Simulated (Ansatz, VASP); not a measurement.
One calculation of V, two programs

```
V
1.0
    -1.50685    1.50685    1.50685
     1.50685   -1.50685    1.50685
     1.50685    1.50685   -1.50685
V
1
Direct
  0.00000 0.00000 0.00000
```

Alike in both runs: task single point; functional r2SCAN; k mesh 8 × 8 × 8; occupations gaussian, width 0.0276 eV; no spin polarisation; Hubbard terms V d U = 2.0 eV.

```csv
,VASP,Ansatz
version,VASP 6.6.1,Ansatz 0.2.0
potentials or method,"VASP PAW PBE potentials, release 64 (V_sv), cutoff 520 eV",PAW plane waves
valence electrons in the cell,13,13
```

|  | VASP | Ansatz | Ansatz less VASP |
| --- | --- | --- | --- |
| gap on the k mesh at the Fermi level (eV) | none | none | - |
| pressure (GPa) | -0.4 | -4.8 | -4.40 |

VASP's potentials were made for PBE, not for r2SCAN. The programs project onto different local orbitals, so the same U acts differently, and such runs can settle in different states. A gap of «none» marks a metal or a gap that the smearing closes. Ansatz's warnings: filled band counts differ across k points.

The k mesh is coarse, so the values compare programs but aren't converged.
